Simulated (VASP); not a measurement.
A run of VASP 6.6.1:

The input INCAR:

```
SYSTEM = Hg
PREC = Accurate
ENCUT = 520
EDIFF = 1E-7
ISMEAR = -1
SIGMA = 0.06122561905347299
LREAL = .FALSE.
LASPH = .TRUE.
NELM = 100
ALGO = Normal
ISIF = 2
LWAVE = .FALSE.
LCHARG = .FALSE.
GGA = PE
NBANDS = 12
```

KPOINTS

```
Automatic mesh
0
G
  12 12 12
  0 0 0
```

File POSCAR:

```
Hg
1.0
    3.1305110744      0.0000000000      0.0000000000
    0.0000000000      3.1305110744      0.0000000000
    0.0000000000      0.0000000000      3.1305110744
Hg
1
Direct
    0.0000000000      0.0000000000      0.0000000000
```

Potentials or basis: VASP PAW PBE potentials, release 64 (Hg).

Run with:

```sh
$ cat potpaw_PBE.64/Hg/POTCAR > POTCAR
$ mpirun -np 1 vasp_std > vasp.out
```

Hardware: 1 thread of Intel(R) Xeon(R) 6975P-C (Granite Rapids), on a shared host.

**Question.** Estimate the wall time of this run.

**Answer.** Run time: 6.1 s on 1 thread of Intel(R) Xeon(R) 6975P-C (Granite Rapids), with other jobs on the host, peak memory 0.15 GiB. Counts: scf iterations 11, k points 84.
